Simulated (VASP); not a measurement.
BaTl2B:

```
Ba Tl B
1.0
     3.67170    0.00000    0.00000
    -1.83585    3.17979    0.00000
     0.00000    0.00000   16.43279
Ba Tl B
2 4 2
Direct
  0.33333 0.66667 0.75000
  0.66667 0.33333 0.25000
  0.33333 0.66667 0.41400
  0.66667 0.33333 0.91400
  0.66667 0.33333 0.58600
  0.33333 0.66667 0.08600
  0.00000 0.00000 0.50000
  0.00000 0.00000 0.00000
```

```yaml
Program: VASP 6.6.1
Task: relaxation of cell and atoms
Functional: PBE
Potentials_or_basis: VASP PAW PBE potentials, release 64 (Ba_sv, Tl_d, B)
Cutoff: 600 eV
k_mesh: 6 × 6 × 1
Occupations: gaussian, width 0.1 eV
Spin: no spin polarisation
```

At the start: pressure 7.5 GPa; volume 23.98 Å³/atom.

Problem. How do energy, volume and symmetry change on relaxing?

Solution. Over 20 steps the energy falls by 235.3 meV/atom and the volume is 28.56 Å³/atom (+19.1 %); space group P6_3/mmc (No. 194, to 0.1 Å) before and after.

Step by step:
```tsv
step	energy change (eV)	largest force (eV/Å)	pressure (GPa)	volume (Å³)
1	0.0000	0.8707	7.51	191.86
2	-1.0084	0.8325	-0.08	224.69
3	-1.0492	0.7866	-1.45	235.28
4	-1.4349	0.6716	-1.44	234.72
5	-1.7408	0.3485	-0.01	230.32
6	-1.7460	0.2059	-0.26	230.99
7	-1.7676	0.1276	-0.05	228.46
8	-1.7832	0.0259	0.35	223.81
9	-1.7961	0.1219	-0.15	226.61
10	-1.8026	0.2269	-0.60	229.51
11	-1.8073	0.2361	-0.62	229.75
12	-1.8203	0.2583	-0.70	230.43
13	-1.8371	0.2732	-0.87	231.65
14	-1.8526	0.2282	-0.60	229.93
15	-1.8697	0.1463	-0.04	226.65
16	-1.8537	0.0072	1.24	220.12
17	-1.8719	0.1065	0.28	224.91
18	-1.8746	0.0858	0.23	225.37
19	-1.8792	0.0428	0.14	226.42
20	-1.8820	0.0398	-0.04	228.51
```

Final structure:
```
Ba Tl B
1.0
     4.49814    0.00000    0.00000
    -2.24907    3.89550    0.00000
     0.00000    0.00000   13.04088
Ba Tl B
2 4 2
Direct
  0.33333 0.66667 0.75000
  0.66667 0.33333 0.25000
  0.33333 0.66667 0.42771
  0.66667 0.33333 0.92771
  0.66667 0.33333 0.57229
  0.33333 0.66667 0.07229
  0.00000 0.00000 0.50000
  0.00000 0.00000 0.00000
```

Caveat: the k points lie up to 0.48 Å⁻¹ apart in the final cell, too coarse for converged energies and pressures of a metal; the volume moved by over 15 % at a fixed basis, so the end points are rough.
